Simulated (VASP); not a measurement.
# SiC (P6_3mc) in VASP: further runs, part 3 of 3

VASP 6.6.1. The steps go on from the part before.

## Step 6: Single point, PBE-based screened hybrid with 25 % exact exchange

This run uses another cell than the first one, of 10.34 Å³/atom.

File POSCAR:

```
SiC
1.0
    3.0760000000      0.0000000000      0.0000000000
   -1.5380000000      2.6638941420      0.0000000000
    0.0000000000      0.0000000000      5.0480000000
Si C
2 2
Direct
    0.6666666667      0.3333333333      0.5000000000
    0.3333333333      0.6666666667      0.0000000000
    0.6666666667      0.3333333333      0.8850000000
    0.3333333333      0.6666666667      0.3850000000
```

File INCAR.step1:

```
ALGO     = Normal         # electronic algorithm
EDIFF    = 1E-5           # SCF threshold, eV
ENCUT    = 520            # plane-wave cutoff, eV
GGA      = PE             # functional
ISIF     = 2              # what is computed and relaxed
ISMEAR   = -1             # smearing method
LASPH    = T              # aspherical terms in the spheres
LCHARG   = F              # write CHGCAR
LREAL    = F              # projectors in reciprocal space
LWAVE    = T              # write WAVECAR
NBANDS   = 16             # bands
NELM     = 80             # most SCF steps
PREC     = Accurate       # precision mode
SIGMA    = 0.05           # smearing width, eV
```

File INCAR.step2:

```
AEXX     = 0.25           # exact-exchange fraction
ALGO     = Normal         # electronic algorithm
EDIFF    = 1E-6           # SCF threshold, eV
ENCUT    = 520            # plane-wave cutoff, eV
GGA      = PE             # functional
HFSCREEN = 0.15           # screening, 1/A
ISIF     = 2              # what is computed and relaxed
ISMEAR   = -1             # smearing method
ISTART   = 1            
LASPH    = T              # aspherical terms in the spheres
LCHARG   = F              # write CHGCAR
LHFCALC  = T              # exact exchange
LREAL    = F              # projectors in reciprocal space
LWAVE    = F              # write WAVECAR
NBANDS   = 16             # bands
NELM     = 80             # most SCF steps
PREC     = Accurate       # precision mode
PRECFOCK = Normal       
SIGMA    = 0.05           # smearing width, eV
```

File KPOINTS:

```
k-points
0
Gamma
  5 5 3
```

Potentials or basis: VASP PAW PBE potentials, release 64 (Si, C).

Command:

```bash
$ cat potpaw_PBE.64/Si/POTCAR potpaw_PBE.64/C/POTCAR > POTCAR
$ cp INCAR.step1 INCAR
$ mpirun -np 1 vasp_std > vasp.out
$ cp INCAR.step2 INCAR
$ mpirun -np 1 vasp_std > vasp.out
```

OUTCAR:

```text
AEXX = 0.25
   EDIFF = 1E-6
   ENCUT = 520
   GGA = PE
   HFSCREEN = 0.15
   ISIF = 2
   ISMEAR = -1
   ISTART = 1
   LASPH = T
   LHFCALC = T
   LREAL = F
   NELM = 80
   PREC = Accurate
   PRECFOCK = Normal

 ion  position               nearest neighbor table
   1  0.667  0.333  0.500-   4 1.87   4 1.87   4 1.87   3 1.94   2 3.09   2 3.09   2 3.09   2 3.09
                             2 3.09   2 3.09
   2  0.333  0.667  0.000-   3 1.87   3 1.87   3 1.87   4 1.94   1 3.09   1 3.09   1 3.09   1 3.09
                             1 3.09   1 3.09
   3  0.667  0.333  0.885-   2 1.87   2 1.87   2 1.87   1 1.94
[... 386 lines left out ...]
  --------------------------------------------------------------------------------------
  -------------------------------------------------------------------------------------
  Total        0.0254382      0.0254382     -1.2512977      0.0000000     -0.0000000      0.0000000
  in kB        0.9853141      0.9853141    -48.4672746      0.0000000     -0.0000000      0.0000000
  external PRESSURE =     -15.4988821 kB  Pullay stress =       0.0000000 kB

 VOLUME and BASIS-vectors are now :
 -----------------------------------------------------------------------------
  energy-cutoff  :      520.00
  volume of cell :       41.36
      direct lattice vectors                 reciprocal lattice vectors
     3.076000000  0.000000000  0.000000000     0.325097529  0.187695146  0.000000000
    -1.538000000  2.663894142  0.000000000     0.000000000  0.375390292  0.000000000
     0.000000000  0.000000000  5.048000000     0.000000000  0.000000000  0.198098257

 POSITION                                       TOTAL-FORCE (eV/Angst)
 -----------------------------------------------------------------------------------
      1.53800      0.88796      2.52400         0.000000      0.000000      0.762246
     -0.00000      1.77593      0.00000        -0.000000     -0.000000      0.762246
      1.53800      0.88796      4.46748        -0.000000      0.000000     -0.762246
     -0.00000      1.77593      1.94348         0.000000     -0.000000     -0.762246
 -----------------------------------------------------------------------------------
    total drift:                                0.000000      0.000000     -0.000175

  FREE ENERGIE OF THE ION-ELECTRON SYSTEM (eV)
  ---------------------------------------------------
  free  energy   TOTEN  =       -35.3393050358 eV

  energy  without entropy=      -35.3393050358  energy(sigma->0) =      -35.33930504
```

Run time: 3.6 min. Hardware: 1 thread of AMD EPYC 9R45 (Zen 5), shared host; peak memory 0.22 GiB.

What came out:

| Item | Value |
| --- | --- |
| Free energy | -35.3393 eV |
| Pressure | -1.5 GPa |
| Largest force | 0.762 eV/Å |
| Band gap on the k mesh | 3.93 eV (least direct gap 5.48 eV) |

Forces in eV/Å, atoms in the order of the input:
```
Si   0.000  0.000  0.762
Si   0.000  0.000  0.762
C    0.000  0.000 -0.762
C    0.000  0.000 -0.762
```

Caveat: the k points lie up to 0.47 Å⁻¹ apart; the PAW data sets were made with another functional, which shifts forces and pressure a little; an odd mesh through Γ misses points on the zone boundary, where band edges can lie.

## Step 7: Summary

| level | cell | k mesh | grid for exact exchange (PRECFOCK) | share of exact exchange | screening parameter | gap on the mesh (eV) | pressure (GPa) | largest force (eV/Å) |
| --- | --- | --- | --- | --- | --- | --- | --- | --- |
| r2SCAN+D4 | a = 3.096, b = 3.096, c = 5.081 Å, angles 90.0, 90.0, 120.0°, 4 atoms | 10 × 10 × 5 | - | - | - | 2.89 | -5.8 | 0.73 |
| r2SCAN+D4 | a = 3.116, b = 3.116, c = 5.114 Å, angles 90.0, 90.0, 120.0°, 4 atoms | 10 × 10 × 5 | - | - | - | 2.91 | -9.6 | 0.70 |
| r2SCAN+D4 | a = 3.136, b = 3.136, c = 5.147 Å, angles 90.0, 90.0, 120.0°, 4 atoms | 10 × 10 × 5 | - | - | - | 2.89 | -13.1 | 0.68 |
| PBE-based screened hybrid with 25 % exact exchange | a = 3.076, b = 3.076, c = 5.048 Å, angles 90.0, 90.0, 120.0°, 4 atoms | 5 × 5 × 3 | Normal | 0.25 | 0.1 1/Å | 4.11 | -1.7 | 0.76 |
| PBE-based screened hybrid with 25 % exact exchange | a = 3.076, b = 3.076, c = 5.048 Å, angles 90.0, 90.0, 120.0°, 4 atoms | 5 × 5 × 3 | Normal | 0.25 | 0.15 1/Å | 3.93 | -1.5 | 0.76 |

Alike in all rows: task single point; potentials or basis VASP PAW PBE potentials, release 64 (Si, C); no spin polarisation; cutoff (eV) 520; smearing fermi-dirac 0.05 eV.

Caveats: some runs use coarse meshes; the PAW data sets were made with another functional, which shifts forces and pressure a little; an odd mesh through Γ misses points on the zone boundary, where band edges can lie; the cell stands under tension (at least some runs).

Absolute energies hang on the potentials; compare differences alone.
